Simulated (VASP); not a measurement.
# SnTe in VASP: notebook

The runs below take SnTe through single point, relaxation of cell and atoms, with PBE.

Everything below comes from runs of VASP 6.6.1. Logs are shortened: lines on timing, memory, paths and dates and some standing lists are left out, and cuts for length are marked.

### Step 1. The cell of the first run

Symmetry: P4/mmm, No. 123, tetragonal system. Conventional cell: a = 4.403 Å, b = 4.403 Å, c = 3.353 Å, α = 90.00°, β = 90.00°, γ = 90.00°. Sn (site symmetry 4/mmm) has 4 Te at 3.11 Å and 2 Sn at 3.35 Å within 4.1 Å. Te (site symmetry 4/mmm) has 4 Sn at 3.11 Å and 2 Te at 3.35 Å within 4.1 Å.

The cell was generated, and may not be a known phase.

### Step 2. Single point, PBE

File INCAR:

```
ALGO = Normal
EDIFF = 1E-6
ENCUT = 520
GGA = PE
ISIF = 2
ISMEAR = 0
LASPH = True
LCHARG = False
LREAL = False
LWAVE = False
NBANDS = 17
NELM = 100
PREC = Accurate
SIGMA = 0.1
```

File KPOINTS:

```
k-points
0
Gamma
  4 4 6
```

File POSCAR:

```
SnTe
1.0
    4.4033879386      0.0000000000      0.0000000000
    0.0000000000      4.4033879386      0.0000000000
    0.0000000000      0.0000000000      3.3526280858
Sn Te
1 1
Direct
    0.0000000000      0.0000000000      0.0000000000
    0.5000000000      0.5000000000      0.0000000000
```

Potentials or basis: VASP PAW PBE potentials, release 64 (Sn_d, Te).

Started as:

```bash
> cat potpaw_PBE.64/Sn_d/POTCAR potpaw_PBE.64/Te/POTCAR > POTCAR
> mpirun -np 1 vasp_std > vasp.out
```

OUTCAR:

```text
EDIFF = 1E-6
   ENCUT = 520
   GGA = PE
   ISIF = 2
   ISMEAR = 0
   LASPH = True
   LREAL = False
   NELM = 100
   PREC = Accurate

 ion  position               nearest neighbor table
   1  0.000  0.000  0.000-   2 3.11   2 3.11   2 3.11   2 3.11
   2  0.500  0.500  0.000-   1 3.11   1 3.11   1 3.11   1 3.11

  LATTYP: Found a simple tetragonal cell.
 ALAT       =     4.4033879386
 C/A-ratio  =     0.7613746807

  Lattice vectors:

 A1 = (   4.4033879386,   0.0000000000,   0.0000000000)
 A2 = (   0.0000000000,   4.4033879386,   0.0000000000)
 A3 = (   0.0000000000,   0.0000000000,   3.3526280858)

Analysis of symmetry for initial positions (statically):
=====================================================================
 Subroutine PRICEL returns:
 Original cell was already a primitive cell.

 Routine SETGRP: Setting up the symmetry group for a
 simple tetragonal supercell.

 Subroutine GETGRP returns: Found 16 space group operations
 (whereof 16 operations were pure point group operations)
 out of a pool of 16 trial point group operations.

The static configuration has the point symmetry D_4h.

Analysis of symmetry for dynamics (positions and initial velocities):
=====================================================================
 Subroutine PRICEL returns:
 Original cell was already a primitive cell.

 Routine SETGRP: Setting up the symmetry group for a
 simple tetragonal supercell.

 Subroutine GETGRP returns: Found 16 space group operations
 (whereof 16 operations were pure point group operations)
 out of a pool of 16 trial point group operations.

The dynamic configuration has the point symmetry D_4h.

 Subroutine INISYM returns: Found 16 space group operations
 (whereof 16 operations are pure point group operations),
 and found     1 'primitive' translations

----------------------------------------------------------------------------------------

                                     Primitive cell

  volume of cell :      65.0069

  direct lattice vectors                    reciprocal lattice vectors
     4.403387939  0.000000000  0.000000000     0.227097865  0.000000000  0.000000000
     0.000000000  4.403387939  0.000000000     0.000000000  0.227097865  0.000000000
     0.000000000  0.000000000  3.352628086     0.000000000  0.000000000  0.298273466

  length of vectors
[... 79 lines left out ...]
   ENCUT  =  520.0 eV  38.22 Ry    6.18 a.u.   8.19  8.19  6.23*2*pi/ulx,y,z
   NELM   =    100;   NELMIN=  2; NELMDL= -5     # of ELM steps
   EDIFF  = 0.1E-05   stopping-criterion for ELM
   LREAL  =      F    real-space projection
   EDIFFG = 0.1E-04   stopping-criterion for IOM
   NSW    =      0    number of steps for IOM
   IBRION =     -1    ionic relax: 0-MD 1-quasi-New 2-CG
   NFREE  =      0    steps in history (QN), initial steepest desc. (CG)
   ISIF   =      2    stress and relaxation
   ISYM   =      2    0-nonsym 1-usesym 2-fastsym
   POTIM  = 0.5000    time-step for ionic-motion
   TEBEG  =    0.0;   TEEND  =   0.0 temperature during run
   PSTRESS=    0.0 pullay stress
   NELECT =      20.0000    total number of electrons
   NUPDOWN=      -1.0000    fix difference up-down
   EMIN   =  10.00;   EMAX   =-10.00  energy-range for DOS
   EFERMI =   0.00;   METHOD = LEGACY
   ISMEAR =     0;   SIGMA  =   0.10  broadening in eV -4-tet -1-fermi 0-gaus
   EFERMI_NEDOS =   21; number of points for ismear=-14 and -15
   IALGO  =     38    algorithm
   IMIX   =      4    mixing-type and parameters
     AMIX     =   0.40;   BMIX     =  1.00
     AMIX_MAG =   1.60;   BMIX_MAG =  1.00
  volume/ion in A,a.u.               =      32.50       219.34
  Fermi-wavevector in a.u.,A,eV,Ry     =   1.105177  2.088481 16.618369  1.221416
  Thomas-Fermi vector in A             =   2.241660
   LORBIT       =      0    0 simple, 1 ext, 2 COOP (PROOUT), +10 PAW based schemes
   GGA     = PE    functional components
   LHFCALC =     F    Hartree Fock is set to
   AEXX    =    0.0000 exact exchange contribution
   IVDW    =     0    specifies the selected vdW correction
   LEPSILON=     F    determine dielectric tensor
   LRPA    =     F    only Hartree local field effects (RPA)
 non-spin polarized calculation
 Gauss-broadening in eV      SIGMA  =   0.10
  energy-cutoff  :      520.00
  volume of cell :       65.01
 maximum number of plane-waves:      1773
 NGX is ok and might be reduce to    36
   NGX = 17   NGY = 17   NGZ = 13

 number of electron      19.9999999 magnetization

 Free energy of the ion-electron system (eV)
  ---------------------------------------------------
  ext. energy  EPLUGINS =         0.00000000
  ---------------------------------------------------
  free energy    TOTEN  =        -7.07874411 eV

  energy without entropy =       -7.06931763  energy(sigma->0) =       -7.07403087

 E-fermi :   6.0902     XC(G=0):  -9.3381

 val. band max:        6.0843213080   @ k =   0.5000   0.2500   0.1667
 cond. band min:       6.1251197120   @ k =   0.5000   0.5000   0.3333
 fundamental gap:      0.0407984039
 Fermi energy:         6.0902262884

 k-point     1 :       0.0000    0.0000    0.0000
  band No.  band energies     occupation
      1     -15.4610      2.00000
      2     -15.4601      2.00000
      3     -15.4576      2.00000
      4     -15.3674      2.00000
      5     -15.3674      2.00000
      6      -6.2256      2.00000
[... 457 lines left out ...]
      4     -15.4168      2.00000
      5     -15.3061      2.00000
      6      -3.7826      2.00000
[... 9 lines left out ...]
     16      18.9421      0.00000
     17      19.1077      0.00000

------------------------ aborting loop because EDIFF is reached ----------------------------------------

  FORCE on cell =-STRESS in cart. coord.  units (eV):
  Direction    XX          YY          ZZ          XY          YZ          ZX
  --------------------------------------------------------------------------------------
  -------------------------------------------------------------------------------------
  Total       -0.0721489     -0.0721489     -0.0577052      0.0000000     -0.0000000      0.0000000
  in kB       -1.7782026     -1.7782026     -1.4222174      0.0000000     -0.0000000      0.0000000
  external PRESSURE =      -1.6595408 kB  Pullay stress =       0.0000000 kB

 VOLUME and BASIS-vectors are now :
 -----------------------------------------------------------------------------
  energy-cutoff  :      520.00
  volume of cell :       65.01
      direct lattice vectors                 reciprocal lattice vectors
     4.403387939  0.000000000  0.000000000     0.227097865  0.000000000  0.000000000
     0.000000000  4.403387939  0.000000000     0.000000000  0.227097865  0.000000000
     0.000000000  0.000000000  3.352628086     0.000000000  0.000000000  0.298273466

 POSITION                                       TOTAL-FORCE (eV/Angst)
 -----------------------------------------------------------------------------------
      0.00000      0.00000      0.00000         0.000000      0.000000      0.000000
      2.20169      2.20169      0.00000         0.000000      0.000000      0.000000
 -----------------------------------------------------------------------------------
    total drift:                                0.000000      0.000000     -0.000000

  FREE ENERGIE OF THE ION-ELECTRON SYSTEM (eV)
  ---------------------------------------------------
  free  energy   TOTEN  =        -7.0787441062 eV

  energy  without entropy=       -7.0693176284  energy(sigma->0) =       -7.07403087
```

stdout:

```text
POSCAR found type information on POSCAR SnTe
 POSCAR found :  2 types and       2 ions
 scaLAPACK will be used
 LDA part: xc-table for (Slater+PW92), standard interpolation
 POSCAR, INCAR and KPOINTS ok, starting setup
 FFT: planning ... GRIDC
 FFT: planning ... GRID_SOFT
 FFT: planning ... GRID
 WAVECAR not read
 entering main loop
```

Wall time 30 s (1 thread of Intel Xeon 8259CL, shared host); peak memory 0.19 GiB.

What came out:

| Quantity | Value |
| --- | --- |
| Free energy | -7.0787 eV |
| Pressure | -0.2 GPa |
| Band gap on the k mesh | zero (bands 10 and 11 overlap by 3.95 eV) |

Levels at points of the mesh, in eV from the Fermi level:
| k point | band 6 | band 7 | band 8 | band 9 | band 10 | band 11 | band 12 | band 13 | band 14 | band 15 |
| --- | --- | --- | --- | --- | --- | --- | --- | --- | --- | --- |
| (0.00, 0.00, 0.00) | -12.32 | -6.13 | -3.15 | -3.15 | 1.32 | 2.81 | 4.03 | 4.03 | 6.14 | 6.58 |
| (0.50, 0.00, 0.00) | -11.63 | -8.45 | -1.81 | -0.52 | 0.04 | 0.29 | 1.93 | 5.24 | 7.16 | 8.10 |
| (0.50, 0.50, 0.00) | -11.19 | -7.34 | -5.05 | -5.05 | 2.13 | 5.69 | 5.69 | 5.83 | 8.13 | 9.73 |
| (0.00, 0.00, 0.50) | -10.90 | -4.91 | -4.05 | -1.95 | -1.95 | -0.41 | 4.83 | 5.40 | 5.40 | 5.49 |
| (0.50, 0.00, 0.50) | -10.31 | -6.61 | -3.92 | -2.21 | -0.69 | 1.13 | 1.85 | 1.85 | 6.18 | 6.24 |
| (0.50, 0.50, 0.50) | -9.87 | -5.27 | -3.69 | -3.69 | -3.59 | -1.57 | 2.68 | 2.68 | 7.18 | 7.18 |

Caveat: spin-orbit coupling is left out, which moves the levels of the heavy elements.

### Step 3. Single point, PBE

This run uses another cell than the first one, of 31.35 Å³/atom.

File INCAR:

```
  ALGO = Normal
  EDIFF = 1E-6
  ENCUT = 520
  GGA = PE
  ISIF = 2
  ISMEAR = 0
  LASPH = True
  LCHARG = True
  LELF = True
  LREAL = False
  LVHAR = True
  LWAVE = False
  NBANDS = 17
  NELM = 80
  PREC = Accurate
  SIGMA = 0.1
```

File KPOINTS:

```
k-points
0
Gamma
  6 4 4
```

File POSCAR:

```
SnTe
1.0
    4.4841895530      0.0000000000      0.0000000000
    0.0000000000      3.1576511780      0.0000000000
    0.0000000000      0.0000000000      4.4276546422
Sn Te
1 1
Direct
    0.5000000000      0.0000000000      0.0000000000
    0.0000000000      0.0000000000      0.5000000000
```

Potentials or basis: VASP PAW PBE potentials, release 64 (Sn_d, Te).

Started as:

```bash
> cat potpaw_PBE.64/Sn_d/POTCAR potpaw_PBE.64/Te/POTCAR > POTCAR
> mpirun -np 1 vasp_std > vasp.out
```

Run time: 33 s. Hardware: 1 thread of Intel Xeon 8259CL, shared host; peak memory 0.2 GiB.

The run converged. Its results:

```yaml
Free_energy: -7.4776 eV
Pressure: -0.1 GPa
Band_gap_on_the_k_mesh: zero (bands 10 and 11 overlap by 5.51 eV)
```

Stress tensor (GPa, compression positive):
```
-0.08  0.00  0.00
 0.00  0.04  0.00
 0.00  0.00 -0.12
```

Levels at points of the mesh, in eV from the Fermi level:
| k point | band 6 | band 7 | band 8 | band 9 | band 10 | band 11 | band 12 | band 13 | band 14 | band 15 |
| --- | --- | --- | --- | --- | --- | --- | --- | --- | --- | --- |
| (0.00, 0.00, 0.00) | -12.71 | -6.89 | -3.62 | -3.49 | 2.33 | 2.39 | 3.29 | 3.34 | 6.95 | 7.05 |
| (0.50, 0.00, 0.00) | -12.07 | -8.98 | -2.22 | -1.11 | -0.49 | -0.22 | 2.87 | 6.27 | 7.75 | 7.86 |
| (0.00, 0.50, 0.00) | -10.72 | -5.45 | -4.06 | -1.95 | -1.82 | -1.30 | 4.88 | 4.94 | 5.03 | 5.27 |
| (0.50, 0.50, 0.00) | -10.18 | -6.46 | -4.57 | -2.87 | -0.65 | 1.09 | 1.87 | 1.90 | 5.72 | 5.78 |
| (0.00, 0.00, 0.50) | -12.05 | -8.94 | -2.30 | -1.20 | -0.62 | -0.31 | 2.88 | 6.30 | 7.86 | 8.14 |
| (0.50, 0.00, 0.50) | -11.67 | -7.98 | -5.38 | -5.37 | 3.05 | 4.85 | 4.94 | 6.83 | 8.56 | 9.69 |
| (0.00, 0.50, 0.50) | -10.16 | -6.42 | -4.55 | -2.84 | -0.73 | 0.99 | 1.76 | 1.78 | 5.63 | 5.66 |
| (0.50, 0.50, 0.50) | -9.77 | -5.18 | -4.28 | -3.54 | -3.53 | -2.32 | 2.39 | 2.40 | 6.82 | 6.91 |

Caveat: the k points lie up to 0.50 Å⁻¹ apart, too coarse for converged energies and pressures of a metal; spin-orbit coupling is left out, which moves the levels of the heavy elements.

[end of part 1 of 2]

The gap in the log of VASP goes by the Fermi energy; the results here count the filled bands.